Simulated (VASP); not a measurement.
# Au: single point with PBE

Crystal: Au.

```xyz
1
Lattice="0.0000 1.9501 1.9501 1.9501 0.0000 1.9501 1.9501 1.9501 0.0000" Properties=species:S:1:pos:R:3 pbc="T T T"
Au    0.0000    0.0000    0.0000
```

| Quantity | Value |
| --- | --- |
| Program | VASP 6.6.1 |
| Task | single point |
| Functional | PBE |
| Potentials or basis | VASP PAW PBE potentials, release 64 (Au) |
| Cutoff | 520 eV |
| k mesh | 10 × 10 × 10 |
| Occupations | fermi-dirac, width 0.05 eV |
| Spin | no spin polarisation |

The pressure is 46.7 GPa.

Levels at points of the mesh, in eV from the Fermi level:
```tsv
k point	band 2	band 3	band 4	band 5	band 6	band 7	band 8	band 9	band 10	band 11
(0.00, 0.00, 0.00)	-5.54	-5.54	-5.54	-3.60	-3.60	14.20	19.02	19.02	19.02	24.40
(0.50, 0.00, 0.00)	-5.60	-5.60	-2.08	-2.08	-1.65	3.89	13.70	18.12	18.12	27.14
(0.50, 0.50, 0.00)	-8.12	-2.12	-1.66	-1.66	0.61	7.01	10.38	10.38	18.78	21.86
```

It took 5.4 s on 1 thread of Intel(R) Xeon(R) Platinum 8488C (Sapphire Rapids), with other jobs on the host, peak memory 0.14 GiB.

Caveat: spin-orbit coupling is left out, which moves the levels of the heavy elements.
